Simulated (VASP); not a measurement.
Runs of VASP 6.6.1 on CsI. The structure is that of space group Pm-3m (No. 221), or close to it. The cells are those of the table. 

```csv
task,level,potentials or basis,cell,k mesh,cutoff (eV),smearing,grid for exact exchange (PRECFOCK),share of exact exchange,screening parameter,gap on the mesh (eV),pressure (GPa),relaxed volume (Å³/atom)
single point,PBEsol,"VASP PAW PBE potentials, release 64 (Cs_sv, I)","a = 4.512 Å, 2 atoms",6 × 6 × 6,500,fermi-dirac 0.02 eV,-,-,-,3.82,0.0,-
relaxation of cell and atoms,PBEsol,"VASP PAW PBE potentials, release 64 (Cs_sv, I)","relaxed from a = 4.666 Å, 2 atoms",6 × 6 × 6,500,fermi-dirac 0.02 eV,-,-,-,3.82,0.0,45.92
single point,PBE,"VASP PAW PBE potentials, release 64 (Cs_sv, I)","a = 4.608 Å, 2 atoms",4 × 4 × 4,500,gaussian 0.01 eV,-,-,-,3.79,(d),-
relaxation of cell and atoms,r2SCAN,"VASP PAW PBE potentials, release 64 (Cs_sv, I)","relaxed from a = 4.666 Å, 2 atoms",6 × 6 × 6,550,fermi-dirac 0.02 eV,-,-,-,(b),0.0,49.15
single point,r2SCAN0,"VASP PAW PBE potentials, release 64 (Cs_sv, I)","a = 4.608 Å, 2 atoms",4 × 4 × 4,440,gaussian 0.01 eV,Normal,0.25,-,(c),-0.1,-
single point,LDA,"VASP PAW LDA potentials, release 64 (Cs_sv, I)","a = 4.402 Å, 2 atoms",6 × 6 × 6,500,fermi-dirac 0.02 eV,-,-,-,3.77,0.1,-
single point,HSE06,"VASP PAW PBE potentials, release 64 (Cs_sv, I)","a = 4.608 Å, 2 atoms",4 × 4 × 4,400,gaussian 0.01 eV,Normal,0.25,0.2079 1/Å,(a),0.2,-
relaxation of cell and atoms,LDA,"VASP PAW LDA potentials, release 64 (Cs_sv, I)","relaxed from a = 4.666 Å, 2 atoms",6 × 6 × 6,500,fermi-dirac 0.02 eV,-,-,-,3.78,0.0,42.85
```

Alike in all rows: no spin polarisation.

Fill in the values left out.

(a) 4.78; (b) 4.48; (c) 5.87; (d) 0.5.

Caveats: spin-orbit coupling is left out, which moves the levels of the heavy elements; the PAW data sets were made with another functional, which shifts forces and pressure a little (at least some runs); the volume moved by over 15 % at a fixed basis, so the end points are rough (at least some runs).

A k mesh can miss the band edges, and the runs leave out spin-orbit coupling on Cs, I.
